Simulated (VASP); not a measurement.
# SiC in VASP: further runs, part 2 of 2

VASP 6.6.1. The steps go on from the part before.

### 4 Single point, PBE

This run uses another cell than the first one, of 11.03 Å³/atom.

Contents of INCAR:

```
PREC = Accurate
ENCUT = 520
EDIFF = 1E-6
ISMEAR = 0
SIGMA = 0.05
LREAL = False
LASPH = True
NELM = 60
ALGO = Normal
ISIF = 2
LWAVE = False
LCHARG = True
GGA = PE
LELF = True
LVHAR = True
NBANDS = 36
```

Contents of KPOINTS:

```
regular mesh
0
Gamma
  12 12 2
```

Contents of POSCAR:

```
SiC
1.0
    3.1466230537      0.0000000000      0.0000000000
   -1.5733115268      2.7250555006      0.0000000000
    0.0000000000      0.0000000000     15.4399284710
Si C
6 6
Direct
    0.0000000000      0.0000000000      0.1250399589
    0.0000000000      0.0000000000      0.6250399589
    0.3333333333      0.6666666667      0.2918172939
    0.6666666667      0.3333333333      0.7918172939
    0.3333333333      0.6666666667      0.9583095749
    0.6666666667      0.3333333333      0.4583095749
    0.0000000000      0.0000000000      0.9996884429
    0.0000000000      0.0000000000      0.4996884429
    0.3333333333      0.6666666667      0.1668295365
    0.6666666667      0.3333333333      0.6668295365
    0.3333333333      0.6666666667      0.8333151928
    0.6666666667      0.3333333333      0.3333151928
```

On the command line:

```console
> cat potpaw_PBE.64/Si/POTCAR potpaw_PBE.64/C/POTCAR > POTCAR
> mpirun -np 1 vasp_std > vasp.out
```

Run time: 2 min. Hardware: 1 thread of AMD EPYC 9R45 (Zen 5), shared host; peak memory 0.28 GiB.

The run converged. Its results:

| Quantity | Value |
| --- | --- |
| Free energy | -90.1743 eV |
| Pressure | -9.6 GPa |
| Largest force | 0.014 eV/Å |
| Band gap on the k mesh | 2.04 eV (least direct gap 3.12 eV) |

Forces in eV/Å, atoms in the order of the input:
```
Si   0.000  0.000  0.014
Si   0.000  0.000  0.014
Si   0.000  0.000 -0.002
Si   0.000  0.000 -0.002
Si   0.000  0.000 -0.004
Si   0.000  0.000 -0.004
C    0.000  0.000 -0.008
C    0.000  0.000 -0.008
C    0.000  0.000  0.000
C    0.000  0.000  0.000
C    0.000  0.000  0.000
C    0.000  0.000  0.000
```

Stress tensor (GPa, compression positive):
```
-9.64  0.00  0.00
 0.00 -9.64  0.00
 0.00  0.00 -9.55
```

Levels at points of the mesh, in eV from the valence-band top:
```
           k point  band 22  band 23  band 24  band 25  band 26  band 27
(0.00, 0.00, 0.00)    -0.03     0.00     0.00     4.63     4.80     5.18
(0.50, 0.00, 0.00)    -1.73    -1.60    -1.08     2.04     2.20     3.10
(0.00, 0.00, 0.50)    -0.09    -0.09    -0.09     4.70     4.70     5.42
(0.50, 0.00, 0.50)    -1.67    -1.28    -1.28     2.06     2.06     3.33
```

Caveat: the cell stands under tension. A k mesh can miss the band edges.

### 5 Single point, PBE (atoms displaced along a vibrational mode, the cell strained)

Contents of INCAR:

```
PREC     = Accurate       # precision mode
ENCUT    = 520            # plane-wave cutoff, eV
EDIFF    = 1E-6           # SCF threshold, eV
ISMEAR   = 0              # smearing method
SIGMA    = 0.05           # smearing width, eV
LREAL    = False          # projectors in reciprocal space
LASPH    = True           # aspherical terms in the spheres
NELM     = 60             # most SCF steps
ALGO     = Normal         # electronic algorithm
ISIF     = 2              # what is computed and relaxed
LWAVE    = False          # write WAVECAR
LCHARG   = False          # write CHGCAR
GGA      = PE             # functional
NBANDS   = 36             # bands
```

KPOINTS is that of step 4.

Contents of POSCAR:

```
SiC
1.0
    3.1466230537      0.0000000000      0.0000000000
   -1.5733115268      2.7250555006      0.0000000000
    0.0000000000      0.0000000000     15.4399284710
Si C
6 6
Direct
    0.0000000000      0.0000000000      0.1250424503
    0.0000000000      0.0000000000      0.6250374675
    0.3333333333      0.6666666667      0.2919122018
    0.6666666667      0.3333333333      0.7917223860
    0.3333333333      0.6666666667      0.9583927143
    0.6666666667      0.3333333333      0.4582264355
    0.0000000000      0.0000000000      0.9957901969
    0.0000000000      0.0000000000      0.5035866889
    0.3333333333      0.6666666667      0.1704670362
    0.6666666667      0.3333333333      0.6631920368
    0.3333333333      0.6666666667      0.8370720018
    0.6666666667      0.3333333333      0.3295583838
```

On the command line:

```console
> cat potpaw_PBE.64/Si/POTCAR potpaw_PBE.64/C/POTCAR > POTCAR
> mpirun -np 1 vasp_std > vasp.out
```

It took 1.8 min on 1 thread of AMD EPYC 9R45 (Zen 5), shared host; peak memory 0.28 GiB.

Results (log left out):

- Free energy: -89.9093 eV
- Pressure: -9.1 GPa
- Largest force: 1.698 eV/Å
- Band gap on the k mesh: 1.99 eV (least direct gap 3.07 eV)

Forces on the atoms (eV/Å):
```
Si   0.000  0.000  0.201
Si   0.000  0.000  0.057
Si   0.000  0.000 -0.070
Si   0.000  0.000  0.262
Si   0.000  0.000 -0.055
Si   0.000  0.000  0.257
C    0.000  0.000  1.447
C    0.000  0.000 -1.698
C    0.000  0.000 -1.559
C    0.000  0.000  1.372
C    0.000  0.000 -1.621
C    0.000  0.000  1.409
```

Stress tensor (GPa, compression positive):
```
-9.36  0.00  0.00
 0.00 -9.36  0.00
 0.00  0.00 -8.51
```

Levels at points of the mesh, in eV from the valence-band top:
```tsv
k point	band 22	band 23	band 24	band 25	band 26	band 27
(0.00, 0.00, 0.00)	-0.07	0.00	0.00	4.61	4.77	5.13
(0.50, 0.00, 0.00)	-1.71	-1.63	-1.09	1.99	2.16	3.07
(0.00, 0.00, 0.50)	-0.11	-0.07	-0.07	4.65	4.69	5.30
(0.50, 0.00, 0.50)	-1.60	-1.29	-1.27	2.01	2.03	3.23
```

Caveat: the cell differs from its parent crystal (atoms displaced along a vibrational mode, the cell strained); the cell stands under tension; forces of over 1 eV/Å act on the atoms, so gaps and moduli don't describe the material at rest. A k mesh can miss the band edges.

### 6 Single point, PBE (atoms displaced along a vibrational mode, the cell strained)

Contents of INCAR:

```
  PREC = Accurate
  ENCUT = 520
  EDIFF = 1E-6
  ISMEAR = 0
  SIGMA = 0.05
  LREAL = F
  LASPH = T
  NELM = 60
  ALGO = Normal
  ISIF = 2
  LWAVE = F
  LCHARG = F
  GGA = PE
  NBANDS = 36
```

Contents of KPOINTS:

```
Automatic mesh
0
Gamma
  12 12 2
```

Contents of POSCAR:

```
SiC
1.0
    3.1466230537      0.0000000000      0.0000000000
   -1.5733115268      2.7250555006      0.0000000000
    0.0000000000      0.0000000000     15.4399284710
Si C
6 6
Direct
    0.0000000000      0.0000000000      0.1250412046
    0.0000000000      0.0000000000      0.6250387132
    0.3333333333      0.6666666667      0.2918647478
    0.6666666667      0.3333333333      0.7917698400
    0.3333333333      0.6666666667      0.9583511446
    0.6666666667      0.3333333333      0.4582680052
    0.0000000000      0.0000000000      0.9977393199
    0.0000000000      0.0000000000      0.5016375659
    0.3333333333      0.6666666667      0.1686482863
    0.6666666667      0.3333333333      0.6650107867
    0.3333333333      0.6666666667      0.8351935973
    0.6666666667      0.3333333333      0.3314367883
```

Potentials or basis: VASP PAW PBE potentials, release 64 (Si, C).

On the command line:

```console
> cat potpaw_PBE.64/Si/POTCAR potpaw_PBE.64/C/POTCAR > POTCAR
> mpirun -np 1 vasp_std > vasp.out
```

OUTCAR:

```text
PREC = Accurate
   ENCUT = 520
   EDIFF = 1E-6
   ISMEAR = 0
   LREAL = F
   LASPH = T
   NELM = 60
   ISIF = 2
   GGA = PE

 ion  position               nearest neighbor table
   1  0.000  0.000  0.125-   9 1.94   9 1.94   9 1.94   7 1.97
   2  0.000  0.000  0.625-   8 1.91  10 1.92  10 1.92  10 1.92
   3  0.333  0.667  0.292-   9 1.90  12 1.92  12 1.92  12 1.92   6 3.15   6 3.15   6 3.15
   4  0.667  0.333  0.792-  11 1.94  11 1.94  11 1.94  10 1.96
   5  0.333  0.667  0.958-  11 1.90   7 1.92   7 1.92   7 1.92
   6  0.667  0.333  0.458-   8 1.94   8 1.94   8 1.94  12 1.96   3 3.15   3 3.15   3 3.15
   7  0.000  0.000  0.998-   5 1.92   5 1.92   5 1.92   1 1.97
   8  0.000  0.000  0.502-   2 1.91   6 1.94   6 1.94   6 1.94
   9  0.333  0.667  0.169-   3 1.90   1 1.94   1 1.94   1 1.94
  10  0.667  0.333  0.665-   2 1.92   2 1.92   2 1.92   4 1.96
  11  0.333  0.667  0.835-   5 1.90   4 1.94   4 1.94   4 1.94
  12  0.667  0.333  0.331-   3 1.92   3 1.92   3 1.92   6 1.96

  LATTYP: Found a hexagonal cell.
 ALAT       =     3.1466230537
 C/A-ratio  =     4.9068249382

  Lattice vectors:

 A1 = (   3.1466230537,   0.0000000000,   0.0000000000)
 A2 = (  -1.5733115268,   2.7250555006,   0.0000000000)
 A3 = (   0.0000000000,   0.0000000000,  15.4399284710)

Analysis of symmetry for initial positions (statically):
=====================================================================
 Subroutine PRICEL returns:
 Original cell was already a primitive cell.

 Routine SETGRP: Setting up the symmetry group for a
 hexagonal supercell.

 Subroutine GETGRP returns: Found  6 space group operations
 (whereof  6 operations were pure point group operations)
 out of a pool of 24 trial point group operations.

The static configuration has the point symmetry C_3v.

Analysis of symmetry for dynamics (positions and initial velocities):
=====================================================================
 Subroutine PRICEL returns:
 Original cell was already a primitive cell.

 Routine SETGRP: Setting up the symmetry group for a
 hexagonal supercell.

 Subroutine GETGRP returns: Found  6 space group operations
 (whereof  6 operations were pure point group operations)
 out of a pool of 24 trial point group operations.

The dynamic configuration has the point symmetry C_3v.

 Subroutine INISYM returns: Found  6 space group operations
 (whereof  6 operations are pure point group operations),
 and found     1 'primitive' translations

----------------------------------------------------------------------------------------

                                     Primitive cell

  volume of cell :     132.3931

  direct lattice vectors                    reciprocal lattice vectors
     3.146623054  0.000000000  0.000000000     0.317801015  0.183482502  0.000000000
    -1.573311527  2.725055501  0.000000000     0.000000000  0.366965003  0.000000000
     0.000000000  0.000000000 15.439928471     0.000000000  0.000000000  0.064767139

  length of vectors
     3.146623054  3.146623054 15.439928471     0.366965003  0.366965003  0.064767139

[... 82 lines left out ...]
   k-points           NKPTS =     38   k-points in BZ     NKDIM =     38   number of bands    NBANDS=     36
   number of dos      NEDOS =    301   number of ions     NIONS =     12
   total plane-waves  NPLWV =  69120
   dimension x,y,z NGX =    24 NGY =   24 NGZ =  120
   dimension x,y,z NGXF=    48 NGYF=   48 NGZF=  240
   ions per type =               6   6
   NGX,Y,Z   is equivalent  to a cutoff of  12.68, 12.68, 12.92 a.u.
   NGXF,Y,Z  is equivalent  to a cutoff of  25.36, 25.36, 25.84 a.u.
 SYSTEM =  unknown system
   PREC   = accura    normal or accurate (medium, high low for compatibility)
   ISTART =      0    job   : 0-new  1-cont  2-samecut
   ICHARG =      2    charge: 1-file 2-atom 10-const
   ISPIN  =      1    spin polarized calculation?
   LNONCOLLINEAR =      F non collinear calculations
   LSORBIT =      F    spin-orbit coupling
   LASPH  =      T    aspherical Exc in radial PAW
   ENCUT  =  520.0 eV  38.22 Ry    6.18 a.u.   5.85  5.85 28.71*2*pi/ulx,y,z
   NELM   =     60;   NELMIN=  2; NELMDL= -5     # of ELM steps
   EDIFF  = 0.1E-05   stopping-criterion for ELM
   LREAL  =      F    real-space projection
   EDIFFG = 0.1E-04   stopping-criterion for IOM
   NSW    =      0    number of steps for IOM
   IBRION =     -1    ionic relax: 0-MD 1-quasi-New 2-CG
   NFREE  =      0    steps in history (QN), initial steepest desc. (CG)
   ISIF   =      2    stress and relaxation
   ISYM   =      2    0-nonsym 1-usesym 2-fastsym
   POTIM  = 0.5000    time-step for ionic-motion
   TEBEG  =    0.0;   TEEND  =   0.0 temperature during run
   PSTRESS=    0.0 pullay stress
   NELECT =      48.0000    total number of electrons
   NUPDOWN=      -1.0000    fix difference up-down
   EMIN   =  10.00;   EMAX   =-10.00  energy-range for DOS
   EFERMI =   0.00;   METHOD = LEGACY
   ISMEAR =     0;   SIGMA  =   0.05  broadening in eV -4-tet -1-fermi 0-gaus
   EFERMI_NEDOS =   21; number of points for ismear=-14 and -15
   IALGO  =     38    algorithm
   IMIX   =      4    mixing-type and parameters
     AMIX     =   0.40;   BMIX     =  1.00
     AMIX_MAG =   1.60;   BMIX_MAG =  1.00
  volume/ion in A,a.u.               =      11.03        74.45
  Fermi-wavevector in a.u.,A,eV,Ry     =   1.167347  2.205967 18.540659  1.362700
  Thomas-Fermi vector in A             =   2.303849
   LORBIT       =      0    0 simple, 1 ext, 2 COOP (PROOUT), +10 PAW based schemes
   GGA     = PE    functional components
   LHFCALC =     F    Hartree Fock is set to
   AEXX    =    0.0000 exact exchange contribution
   IVDW    =     0    specifies the selected vdW correction
   LEPSILON=     F    determine dielectric tensor
   LRPA    =     F    only Hartree local field effects (RPA)
 non-spin polarized calculation
 Gauss-broadening in eV      SIGMA  =   0.05
  energy-cutoff  :      520.00
  volume of cell :      132.39
 maximum number of plane-waves:      3588
 NGX is ok and might be reduce to    24
   NGX = 11   NGY = 11   NGZ = 57

 number of electron      48.0000003 magnetization

 Free energy of the ion-electron system (eV)
  ---------------------------------------------------
  ext. energy  EPLUGINS =         0.00000000
  ---------------------------------------------------
  free energy    TOTEN  =       -90.10810701 eV

  energy without entropy =      -90.10810701  energy(sigma->0) =      -90.10810701

 E-fermi :   7.6786     XC(G=0): -11.0761

 val. band max:        7.4526970473   @ k =   0.0000   0.0000   0.0000
 cond. band min:       9.4794223228   @ k =   0.5000   0.0000   0.0000
 fundamental gap:      2.0267252754
 Fermi energy:         7.6785609033

 k-point     1 :       0.0000    0.0000    0.0000
  band No.  band energies     occupation
      1      -7.5153      2.00000
      2      -7.0214      2.00000
      3      -6.9895      2.00000
      4      -5.5688      2.00000
      5      -5.5419      2.00000
      6      -4.1764      2.00000
[... 925 lines left out ...]
     35      15.0110      0.00000
     36      15.1032      0.00000

 [... further k-points ...]

------------------------ aborting loop because EDIFF is reached ----------------------------------------

  FORCE on cell =-STRESS in cart. coord.  units (eV):
  Direction    XX          YY          ZZ          XY          YZ          ZX
  --------------------------------------------------------------------------------------
  -------------------------------------------------------------------------------------
  Total       -7.9073096     -7.9073096     -7.6777997     -0.0000000      0.0000000     -0.0000000
  in kB      -95.6916344    -95.6916343    -92.9141818     -0.0000000      0.0000000     -0.0000000
  external PRESSURE =     -94.7658168 kB  Pullay stress =       0.0000000 kB

 VOLUME and BASIS-vectors are now :
 -----------------------------------------------------------------------------
  energy-cutoff  :      520.00
  volume of cell :      132.39
      direct lattice vectors                 reciprocal lattice vectors
     3.146623054  0.000000000  0.000000000     0.317801015  0.183482502  0.000000000
    -1.573311527  2.725055501  0.000000000     0.000000000  0.366965003  0.000000000
     0.000000000  0.000000000 15.439928471     0.000000000  0.000000000  0.064767139

 POSITION                                       TOTAL-FORCE (eV/Angst)
 -----------------------------------------------------------------------------------
      0.00000      0.00000      1.93063        -0.000000     -0.000000      0.082952
      0.00000      0.00000      9.65055         0.000000      0.000000      0.002331
     -0.00000      1.81670      4.50637         0.000000      0.000000     -0.064268
      1.57331      0.90835     12.22487         0.000000     -0.000000      0.109378
     -0.00000      1.81670     14.79687        -0.000000     -0.000000     -0.060029
      1.57331      0.90835      7.07563        -0.000000     -0.000000      0.104288
      0.00000      0.00000     15.40502         0.000000     -0.000000      0.746976
      0.00000      0.00000      7.74525        -0.000000     -0.000000     -0.821909
     -0.00000      1.81670      2.60392         0.000000     -0.000000     -0.754691
      1.57331      0.90835     10.26772         0.000000     -0.000000      0.708009
     -0.00000      1.81670     12.89533        -0.000000     -0.000000     -0.782453
      1.57331      0.90835      5.11736         0.000000     -0.000000      0.729415
 -----------------------------------------------------------------------------------
    total drift:                               -0.000000     -0.000000      0.000223

  FREE ENERGIE OF THE ION-ELECTRON SYSTEM (eV)
  ---------------------------------------------------
  free  energy   TOTEN  =       -90.1081070124 eV

  energy  without entropy=      -90.1081070124  energy(sigma->0) =      -90.10810701
```

It took 1.8 min on 1 thread of AMD EPYC 9R45 (Zen 5), shared host; peak memory 0.28 GiB.

What came out:

```
Free energy            : -90.1081 eV
Pressure               : -9.5 GPa
Largest force          : 0.822 eV/Å
Band gap on the k mesh : 2.03 eV (least direct gap 3.11 eV)
```

Forces in eV/Å, atoms in the order of the input:
```
Si   0.000  0.000  0.083
Si   0.000  0.000  0.002
Si   0.000  0.000 -0.064
Si   0.000  0.000  0.109
Si   0.000  0.000 -0.060
Si   0.000  0.000  0.104
C    0.000  0.000  0.747
C    0.000  0.000 -0.822
C    0.000  0.000 -0.755
C    0.000  0.000  0.708
C    0.000  0.000 -0.782
C    0.000  0.000  0.729
```

Stress tensor (GPa, compression positive):
```
-9.57  0.00  0.00
 0.00 -9.57  0.00
 0.00  0.00 -9.29
```

Levels at points of the mesh, in eV from the valence-band top:
```csv
k point,band 21,band 22,band 23,band 24,band 25,band 26,band 27,band 28
"(0.00, 0.00, 0.00)",-0.29,-0.04,0.00,0.00,4.62,4.80,5.17,5.54
"(0.50, 0.00, 0.00)",-1.75,-1.72,-1.61,-1.08,2.03,2.19,3.09,3.75
"(0.00, 0.00, 0.50)",-0.10,-0.10,-0.08,-0.08,4.68,4.70,5.37,5.45
"(0.50, 0.00, 0.50)",-1.72,-1.63,-1.28,-1.27,2.05,2.06,3.29,3.34
```

Caveat: the cell differs from its parent crystal (atoms displaced along a vibrational mode, the cell strained); the cell stands under tension.

### 7 Summary

```tsv
cell	gap on the mesh (eV)	pressure (GPa)	largest force (eV/Å)
a = 3.018, b = 3.018, c = 14.807 Å, angles 90.0, 90.0, 120.0°, 12 atoms, atomic positions A	1.96	19.4	2.15
a = 3.018, b = 3.018, c = 14.807 Å, angles 90.0, 90.0, 120.0°, 12 atoms, atomic positions B	1.99	18.9	1.03
a = 3.147, b = 3.147, c = 15.440 Å, angles 90.0, 90.0, 120.0°, 12 atoms, atomic positions C	2.04	-9.6	0.01
a = 3.147, b = 3.147, c = 15.440 Å, angles 90.0, 90.0, 120.0°, 12 atoms, atomic positions A	1.99	-9.1	1.70
a = 3.147, b = 3.147, c = 15.440 Å, angles 90.0, 90.0, 120.0°, 12 atoms, atomic positions B	2.03	-9.5	0.82
```

Alike in all rows: task single point; level PBE; potentials or basis VASP PAW PBE potentials, release 64 (Si, C); no spin polarisation; k mesh 12 × 12 × 2; cutoff (eV) 520; smearing gaussian 0.05 eV.

Caveats: forces of over 1 eV/Å act on the atoms, so gaps and moduli don't describe the material at rest (at least some runs); the cell stands under tension (at least some runs); the cell stands under pressure (at least some runs).

Total energies depend on the potentials used, so only differences within one code and one set of settings carry meaning.
